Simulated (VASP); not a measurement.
# CdS (P1) in VASP: a series of runs

CdS is run at these levels: PBEsol; tasks: single point.

Everything below comes from runs of VASP 6.6.1. Logs are shortened: lines on timing, memory, paths and dates and some standing lists are left out, and cuts for length are marked.

## Step 1: The cell of the first run

The typed cell holds 16 atoms: a = 6.774 Å, b = 6.774 Å, c = 6.774 Å, α = 90.00°, β = 90.00°, γ = 90.00°.

## Step 2: Single point, PBEsol

File INCAR:

```
SYSTEM = CdS
PREC = Accurate
ENCUT = 520
EDIFF = 1E-6
ISMEAR = -1
SIGMA = 0.02
LREAL = Auto
LASPH = .TRUE.
NELM = 100
ALGO = Normal
ISIF = 2
LWAVE = .FALSE.
LCHARG = .FALSE.
GGA = PS
NBANDS = 86
```

File KPOINTS:

```
Automatic mesh
0
G
  2 2 2
  0 0 0
```

File POSCAR:

```
CdS
1.0
    6.7738172281      0.0000000000      0.0000000000
    0.0000000000      6.7738172281      0.0000000000
    0.0000000000      0.0000000000      6.7738172281
Cd S
8 8
Direct
    0.0020816918     -0.0054381450     -0.0106896891
    0.0070497916      0.0015713444      0.5050246980
   -0.0083623455      0.4941624327     -0.0018060718
    0.0016363004      0.5057585531      0.4998964226
    0.5059736460      0.0016963847      0.0018417976
    0.4925662869     -0.0039541959      0.4929071582
    0.4984473136      0.5007993109      0.0014545713
    0.4950514440      0.4993521210      0.4997539624
    0.2381704356      0.2391763677      0.2483545014
    0.2485983816      0.2674862546      0.7576831242
    0.2616418395      0.7349491184      0.2723842315
    0.2582669330      0.7772618928      0.7637866251
    0.7423585300      0.2357871413      0.2473395640
    0.7473381447      0.2696218304      0.7358106710
    0.7665933144      0.7409959305      0.2460231719
    0.7565131782      0.7559428942      0.7693515819
```

Potentials or basis: VASP PAW PBE potentials, release 64 (Cd, S).

Started as:

```bash
$ cat potpaw_PBE.64/Cd/POTCAR potpaw_PBE.64/S/POTCAR > POTCAR
$ mpirun -np 1 vasp_std > vasp.out
```

OUTCAR:

```text
SYSTEM = CdS
   PREC = Accurate
   ENCUT = 520
   EDIFF = 1E-6
   ISMEAR = -1
   LREAL = Auto
   LASPH = .TRUE.
   NELM = 100
   ISIF = 2
   GGA = PS

 ion  position               nearest neighbor table
   1  0.002  0.995  0.989-  12 2.74  16 2.76   9 2.90  15 2.92  10 2.94  13 2.97  14 3.07  11 3.14
                             2 3.28   5 3.36   3 3.39   3 3.39   5 3.41   2 3.49
   2  0.007  0.002  0.505-   9 2.84  12 2.88  11 2.95  13 2.96  14 2.97  15 2.97  10 2.98  16 2.98
                             1 3.28   6 3.29   4 3.36   4 3.42   6 3.49   1 3.49
   3  0.992  0.494  0.998-  15 2.82  10 2.84  16 2.84  14 2.87   9 2.94  13 2.96  11 3.07  12 3.08
                             7 3.34   4 3.38   1 3.39   1 3.39   4 3.40   7 3.43
   4  0.002  0.506  0.500-  11 2.81  15 2.83  14 2.84  10 2.91   9 2.95  16 2.99  13 3.06  12 3.10
                             8 3.34   2 3.36   3 3.38   3 3.40   2 3.42   8 3.43
   5  0.506  0.002  0.002-  12 2.78  13 2.80  16 2.85   9 2.94  15 3.00  10 3.00  14 3.04  11 3.06
                             6 3.33   1 3.36   7 3.38   7 3.39   1 3.41   6 3.45
   6  0.493  0.996  0.493-  11 2.79  12 2.84  13 2.88   9 2.90  14 3.02  15 3.04  10 3.05  16 3.06
                             2 3.29   5 3.33   8 3.36   8 3.41   5 3.45   2 3.49
   7  0.498  0.501  0.001-  10 2.84  11 2.91  16 2.92  14 2.92  15 2.95  13 2.95  12 2.96   9 3.01
                             3 3.34   8 3.38   5 3.38   5 3.39   8 3.40   3 3.43
   8  0.495  0.499  0.500-  11 2.72  14 2.81  10 2.88  13 2.99  15 3.00   9 3.01  12 3.05  16 3.08
                             4 3.34   6 3.36   7 3.38   7 3.40   6 3.41   4 3.43
   9  0.238  0.239  0.248-   2 2.84   1 2.90   6 2.90   3 2.94   5 2.94   4 2.95   8 3.01   7 3.01

  10  0.249  0.267  0.758-   3 2.84   7 2.84   8 2.88   4 2.91   1 2.94   2 2.98   5 3.00   6 3.05

  11  0.262  0.735  0.272-   8 2.72   6 2.79   4 2.81   7 2.91   2 2.95   5 3.06   3 3.07   1 3.14

  12  0.258  0.777  0.764-   1 2.74   5 2.78   6 2.84   2 2.88   7 2.96   8 3.05   3 3.08   4 3.10

  13  0.742  0.236  0.247-   5 2.80   6 2.88   7 2.95   3 2.96   2 2.96   1 2.97   8 2.99   4 3.06

  14  0.747  0.270  0.736-   8 2.81   4 2.84   3 2.87   7 2.92   2 2.97   6 3.02   5 3.04   1 3.07

  15  0.767  0.741  0.246-   3 2.82   4 2.83   1 2.92   7 2.95   2 2.97   5 3.00   8 3.00   6 3.04

  16  0.757  0.756  0.769-   1 2.76   3 2.84   5 2.85   7 2.92   2 2.98   4 2.99   6 3.06   8 3.08

  LATTYP: Found a simple cubic cell.
 ALAT       =     6.7738172281

  Lattice vectors:

 A1 = (   6.7738172281,   0.0000000000,   0.0000000000)
 A2 = (   0.0000000000,   6.7738172281,   0.0000000000)
 A3 = (   0.0000000000,   0.0000000000,   6.7738172281)

Analysis of symmetry for initial positions (statically):
=====================================================================
 Subroutine PRICEL returns:
 Original cell was already a primitive cell.

 Routine SETGRP: Setting up the symmetry group for a
 simple cubic supercell.

 Subroutine GETGRP returns: Found  1 space group operations
 (whereof  1 operations were pure point group operations)
 out of a pool of 48 trial point group operations.

The static configuration has the point symmetry C_1 .

Analysis of symmetry for dynamics (positions and initial velocities):
=====================================================================
 Subroutine PRICEL returns:
 Original cell was already a primitive cell.

 Routine SETGRP: Setting up the symmetry group for a
 simple cubic supercell.

 Subroutine GETGRP returns: Found  1 space group operations
 (whereof  1 operations were pure point group operations)
 out of a pool of 48 trial point group operations.

The dynamic configuration has the point symmetry C_1 .

 Subroutine INISYM returns: Found  1 space group operations
 (whereof  1 operations are pure point group operations),
 and found     1 'primitive' translations

----------------------------------------------------------------------------------------

                                     Primitive cell

  volume of cell :     310.8139

  direct lattice vectors                    reciprocal lattice vectors
     6.773817228  0.000000000  0.000000000     0.147627249  0.000000000  0.000000000
     0.000000000  6.773817228  0.000000000     0.000000000  0.147627249  0.000000000
     0.000000000  0.000000000  6.773817228     0.000000000  0.000000000  0.147627249

  length of vectors
     6.773817228  6.773817228  6.773817228     0.147627249  0.147627249  0.147627249

  position of ions in fractional coordinates (direct lattice)
     0.002081692  0.994561855  0.989310311
     0.007049792  0.001571344  0.505024698
     0.991637655  0.494162433  0.998193928
     0.001636300  0.505758553  0.499896423
     0.505973646  0.001696385  0.001841798
     0.492566287  0.996045804  0.492907158
[... 8 lines left out ...]
     0.766593314  0.740995930  0.246023172
     0.756513178  0.755942894  0.769351582

  ion indices of the primitive-cell ions
   primitive index   ion index
                 1           1
                 2           2
                 3           3
                 4           4
                 5           5
                 6           6
[... 8 lines left out ...]
                15          15
                16          16

----------------------------------------------------------------------------------------

 KPOINTS: Automatic mesh

Automatic generation of k-mesh.
 Grid dimensions read from file:
 generate k-points for:    2    2    2

 Generating k-lattice:

  Cartesian coordinates                     Fractional coordinates (reciprocal lattice)
     0.073813624  0.000000000  0.000000000     0.500000000  0.000000000  0.000000000
     0.000000000  0.073813624  0.000000000     0.000000000  0.500000000  0.000000000
     0.000000000  0.000000000  0.073813624     0.000000000  0.000000000  0.500000000

  Length of vectors
     0.073813624  0.073813624  0.073813624

  Shift w.r.t. Gamma in fractional coordinates (k-lattice)
     0.000000000  0.000000000  0.000000000

 Subroutine IBZKPT returns following result:
 ===========================================

 Found      8 irreducible k-points:

 Following reciprocal coordinates:
            Coordinates               Weight
  0.000000  0.000000  0.000000      1.000000
  0.500000  0.000000  0.000000      1.000000
  0.000000  0.500000  0.000000      1.000000
  0.000000  0.000000  0.500000      1.000000
  0.500000  0.500000  0.000000      1.000000
  0.000000  0.500000  0.500000      1.000000
  0.500000  0.000000  0.500000      1.000000
  0.500000  0.500000  0.500000      1.000000
   k-points           NKPTS =      8   k-points in BZ     NKDIM =      8   number of bands    NBANDS=     86
   number of dos      NEDOS =    301   number of ions     NIONS =     16
   total plane-waves  NPLWV = 125000
   dimension x,y,z NGX =    50 NGY =   50 NGZ =   50
   dimension x,y,z NGXF=   100 NGYF=  100 NGZF=  100
   ions per type =               8   8
   NGX,Y,Z   is equivalent  to a cutoff of  12.27, 12.27, 12.27 a.u.
   NGXF,Y,Z  is equivalent  to a cutoff of  24.54, 24.54, 24.54 a.u.
 SYSTEM =  CdS
   PREC   = accura    normal or accurate (medium, high low for compatibility)
   ISTART =      0    job   : 0-new  1-cont  2-samecut
   ICHARG =      2    charge: 1-file 2-atom 10-const
   ISPIN  =      1    spin polarized calculation?
   LNONCOLLINEAR =      F non collinear calculations
   LSORBIT =      F    spin-orbit coupling
   LASPH  =      T    aspherical Exc in radial PAW
   ENCUT  =  520.0 eV  38.22 Ry    6.18 a.u.  12.59 12.59 12.59*2*pi/ulx,y,z
   NELM   =    100;   NELMIN=  2; NELMDL= -5     # of ELM steps
   EDIFF  = 0.1E-05   stopping-criterion for ELM
   LREAL  =      T    real-space projection
   EDIFFG = 0.1E-04   stopping-criterion for IOM
   NSW    =      0    number of steps for IOM
   IBRION =     -1    ionic relax: 0-MD 1-quasi-New 2-CG
   NFREE  =      0    steps in history (QN), initial steepest desc. (CG)
   ISIF   =      2    stress and relaxation
   ISYM   =      2    0-nonsym 1-usesym 2-fastsym
   POTIM  = 0.5000    time-step for ionic-motion
   TEBEG  =    0.0;   TEEND  =   0.0 temperature during run
   PSTRESS=    0.0 pullay stress
   NELECT =     144.0000    total number of electrons
   NUPDOWN=      -1.0000    fix difference up-down
   EMIN   =  10.00;   EMAX   =-10.00  energy-range for DOS
   EFERMI =   0.00;   METHOD = LEGACY
   ISMEAR =    -1;   SIGMA  =   0.02  broadening in eV -4-tet -1-fermi 0-gaus
   EFERMI_NEDOS =   21; number of points for ismear=-14 and -15
   IALGO  =     38    algorithm
   IMIX   =      4    mixing-type and parameters
     AMIX     =   0.40;   BMIX     =  1.00
     AMIX_MAG =   1.60;   BMIX_MAG =  1.00
  volume/ion in A,a.u.               =      19.43       131.09
  Fermi-wavevector in a.u.,A,eV,Ry     =   1.266763  2.393836 21.833128  1.604690
  Thomas-Fermi vector in A             =   2.399947
   LORBIT       =      0    0 simple, 1 ext, 2 COOP (PROOUT), +10 PAW based schemes
   GGA     = PS    functional components
   LHFCALC =     F    Hartree Fock is set to
   AEXX    =    0.0000 exact exchange contribution
   IVDW    =     0    specifies the selected vdW correction
   LEPSILON=     F    determine dielectric tensor
   LRPA    =     F    only Hartree local field effects (RPA)
 non-spin polarized calculation
  energy-cutoff  :      520.00
  volume of cell :      310.81
 maximum number of plane-waves:      8410
   NGX = 25   NGY = 25   NGZ = 25

 number of electron     143.9999989 magnetization

 Free energy of the ion-electron system (eV)
  ---------------------------------------------------
  ext. energy  EPLUGINS =         0.00000000
  ---------------------------------------------------
  free energy    TOTEN  =       -45.58543435 eV

  energy without entropy =      -45.56542566  energy(sigma->0) =      -45.57543000

 E-fermi :   3.9081     XC(G=0): -10.9872

 val. band max:        3.8970297781   @ k =   0.0000   0.0000   0.0000
 cond. band min:       3.9441256922   @ k =   0.0000   0.0000   0.0000
 fundamental gap:      0.0470959141
 Fermi energy:         3.9080634389

 k-point     1 :       0.0000    0.0000    0.0000
  band No.  band energies     occupation
      1      -9.6622      2.00000
      2      -8.5918      2.00000
      3      -8.5446      2.00000
      4      -8.5243      2.00000
      5      -8.2344      2.00000
      6      -8.1787      2.00000
[... 76 lines left out ...]
     83       7.1723      0.00000
     84       8.3157      0.00000

 k-point     2 :       0.5000    0.0000    0.0000
  band No.  band energies     occupation
      1      -9.2076      2.00000
      2      -9.1735      2.00000
      3      -8.4224      2.00000
      4      -8.3661      2.00000
      5      -8.3546      2.00000
      6      -8.3350      2.00000
[... 511 lines left out ...]
     83       7.6943      0.00000
     84       7.7727      0.00000

 k-point     8 :       0.5000    0.5000    0.5000
  band No.  band energies     occupation
      1      -8.6218      2.00000
      2      -8.6012      2.00000
      3      -8.5314      2.00000
      4      -8.4953      2.00000
      5      -8.4542      2.00000
      6      -8.4190      2.00000
[... 76 lines left out ...]
     83       9.3217      0.00000
     84       9.3265      0.00000
 [bands above 84 left out]

------------------------ aborting loop because EDIFF is reached ----------------------------------------

  FORCE on cell =-STRESS in cart. coord.  units (eV):
  Direction    XX          YY          ZZ          XY          YZ          ZX
  --------------------------------------------------------------------------------------
  -------------------------------------------------------------------------------------
  Total       -3.7363556     -3.7173223     -4.1811107      0.0226615      0.2048385     -0.0617786
  in kB      -19.2600922    -19.1619800    -21.5527073      0.1168151      1.0558976     -0.3184551
  external PRESSURE =     -19.9915931 kB  Pullay stress =       0.0000000 kB

 VOLUME and BASIS-vectors are now :
 -----------------------------------------------------------------------------
  energy-cutoff  :      520.00
  volume of cell :      310.81
      direct lattice vectors                 reciprocal lattice vectors
     6.773817228  0.000000000  0.000000000     0.147627249  0.000000000  0.000000000
     0.000000000  6.773817228  0.000000000     0.000000000  0.147627249  0.000000000
     0.000000000  0.000000000  6.773817228     0.000000000  0.000000000  0.147627249

 POSITION                                       TOTAL-FORCE (eV/Angst)
 -----------------------------------------------------------------------------------
      0.01410      6.73698      6.70141         0.032090      0.100799      0.215373
      0.04775      0.01064      3.42094        -0.127046      0.068269     -0.114810
      6.71717      3.34737      6.76158         0.034632     -0.081358      0.003962
      0.01108      3.42592      3.38621        -0.063182     -0.056102     -0.009041
      3.42737      0.01149      0.01248         0.004432      0.066766     -0.033922
      3.33655      6.74703      3.33886         0.126374      0.073130      0.041640
[... 8 lines left out ...]
      5.19276      5.01937      1.66652         0.755076     -0.510716      0.197571
      5.12448      5.12062      5.21145         0.066176      0.296573     -0.260283
 -----------------------------------------------------------------------------------
    total drift:                               -0.000468      0.004886      0.000254

  FREE ENERGIE OF THE ION-ELECTRON SYSTEM (eV)
  ---------------------------------------------------
  free  energy   TOTEN  =       -45.5854343487 eV

  energy  without entropy=      -45.5654256580  energy(sigma->0) =      -45.57543000
```

Run time: 11 min. Hardware: 1 thread of Intel Xeon 8259CL, shared host; peak memory 0.42 GiB.

What came out:

- Free energy: -45.5854 eV
- Pressure: -2.0 GPa
- Largest force: 1.271 eV/Å
- Band gap on the k mesh: zero (filled and empty bands touch)

Forces on the atoms (eV/Å):
```
Cd   0.032  0.101  0.215
Cd  -0.127  0.068 -0.115
Cd   0.035 -0.081  0.004
Cd  -0.063 -0.056 -0.009
Cd   0.004  0.067 -0.034
Cd   0.126  0.073  0.042
Cd  -0.043  0.003  0.006
Cd   0.090 -0.124  0.028
S   -0.697 -0.642  0.129
S   -0.184  1.019  0.152
S    0.768 -0.653  0.594
S    0.265  0.859  0.491
S   -0.911 -0.599 -0.652
S   -0.118  0.180 -0.788
S    0.755 -0.511  0.198
S    0.066  0.297 -0.260
```

Stress tensor (GPa, compression positive):
```
-1.93  0.01 -0.03
 0.01 -1.92  0.11
-0.03  0.11 -2.16
```

Caveat: the k points lie up to 0.46 Å⁻¹ apart; the atoms stand as in a frame of molecular dynamics; the structure was generated, so it needn't be the stable form of CdS; semilocal functionals underestimate gaps, and a narrow one can read as zero; the PAW data sets were made with another functional, which shifts forces and pressure a little.

## Step 3: Single point, PBEsol

File INCAR:

```
PREC     = Accurate       # precision mode
ENCUT    = 520            # plane-wave cutoff, eV
EDIFF    = 1E-6           # SCF threshold, eV
ISMEAR   = -1             # smearing method
SIGMA    = 0.02           # smearing width, eV
LREAL    = Auto         
LASPH    = T              # aspherical terms in the spheres
NELM     = 80             # most SCF steps
ALGO     = Normal         # electronic algorithm
ISIF     = 2              # what is computed and relaxed
LWAVE    = F              # write WAVECAR
LCHARG   = F              # write CHGCAR
GGA      = PS             # functional
NBANDS   = 86             # bands
```

File KPOINTS:

```
Automatic mesh
0
Gamma
  2 2 2
```

File POSCAR:

```
CdS
1.0
    6.7738172281      0.0000000000      0.0000000000
    0.0000000000      6.7738172281      0.0000000000
    0.0000000000      0.0000000000      6.7738172281
Cd S
8 8
Direct
    0.0031829911     -0.0074327367     -0.0144416356
    0.0095455779      0.0026843063      0.5067246258
   -0.0120753184      0.4910194486     -0.0026627527
    0.0020224933      0.5081208843      0.4998193612
    0.5087769398      0.0028266189      0.0024401308
    0.4898509789     -0.0054050765      0.4898636748
    0.4974707593      0.5011831417      0.0021352805
    0.4933599310      0.4982881714      0.4998983418
    0.2191879335      0.2207690213      0.2496020992
    0.2440551530      0.2965630652      0.7638620627
    0.2821986386      0.7144646566      0.2945605015
    0.2673889683      0.8069794055      0.7800860020
    0.7210370217      0.2165955990      0.2329659846
    0.7435253758      0.2829880015      0.7133871253
    0.7887453736      0.7259874063      0.2490105569
    0.7614409758      0.7662115503      0.7734091168
```

Potentials or basis: VASP PAW PBE potentials, release 64 (Cd, S).

Started as:

```bash
$ cat potpaw_PBE.64/Cd/POTCAR potpaw_PBE.64/S/POTCAR > POTCAR
$ mpirun -np 1 vasp_std > vasp.out
```

Wall time 9.4 min (1 thread of Intel Xeon 8259CL, shared host); peak memory 0.42 GiB.

The run converged. Its results:

| Property | Result |
| --- | --- |
| Free energy | -47.1822 eV |
| Pressure | -0.6 GPa |
| Largest force | 1.372 eV/Å |
| Band gap on the k mesh | 0.03 eV |

Forces in eV/Å, atoms in the order of the input:
```
Cd  -0.093  0.234  0.513
Cd  -0.251  0.060 -0.123
Cd  -0.039 -0.071 -0.016
Cd  -0.072 -0.147  0.036
Cd   0.001  0.053 -0.106
Cd   0.227  0.135  0.082
Cd   0.003  0.004  0.052
Cd   0.466 -0.461  0.338
S   -0.888 -0.665  0.449
S   -0.334  1.166  0.363
S    0.649 -0.286  0.193
S    0.400  0.733  0.376
S   -0.949 -0.423 -0.895
S   -0.152  0.008 -0.825
S    0.928 -0.582 -0.016
S    0.104  0.240 -0.423
```

Stress tensor (GPa, compression positive):
```
-0.22 -0.19  0.14
-0.19 -0.01  0.10
 0.14  0.10 -1.60
```

Levels at points of the mesh, in eV from the valence-band top:
| k point | band 68 | band 69 | band 70 | band 71 | band 72 | band 73 | band 74 | band 75 | band 76 | band 77 |
| --- | --- | --- | --- | --- | --- | --- | --- | --- | --- | --- |
| (0.00, 0.00, 0.00) | -0.56 | -0.40 | -0.13 | -0.08 | 0.00 | 0.03 | 0.42 | 0.70 | 1.18 | 1.98 |
| (0.50, 0.00, 0.00) | -0.71 | -0.67 | -0.58 | -0.26 | -0.10 | 0.87 | 1.17 | 1.60 | 1.69 | 1.77 |
| (0.00, 0.50, 0.00) | -0.93 | -0.63 | -0.52 | -0.12 | -0.06 | 0.42 | 0.60 | 1.56 | 1.60 | 1.73 |
| (0.00, 0.00, 0.50) | -0.78 | -0.73 | -0.54 | -0.17 | -0.08 | 0.42 | 0.96 | 1.49 | 1.55 | 1.71 |
| (0.50, 0.50, 0.00) | -1.23 | -0.84 | -0.65 | -0.60 | -0.40 | 1.64 | 1.83 | 1.84 | 2.02 | 2.87 |
| (0.00, 0.50, 0.50) | -1.09 | -0.62 | -0.49 | -0.45 | -0.30 | 1.41 | 1.56 | 1.85 | 1.90 | 2.61 |
| (0.50, 0.00, 0.50) | -1.23 | -0.69 | -0.56 | -0.48 | -0.38 | 1.62 | 1.79 | 1.89 | 2.03 | 2.87 |
| (0.50, 0.50, 0.50) | -1.98 | -1.80 | -1.77 | -1.70 | -1.62 | 2.40 | 2.44 | 2.49 | 2.64 | 2.87 |

Caveat: the k points lie up to 0.46 Å⁻¹ apart; the atoms stand as in a frame of molecular dynamics; the structure was generated, so it needn't be the stable form of CdS; semilocal functionals underestimate gaps, and a narrow one can read as zero; the PAW data sets were made with another functional, which shifts forces and pressure a little.

The gap in the log of VASP goes by the Fermi energy; the results here count the filled bands.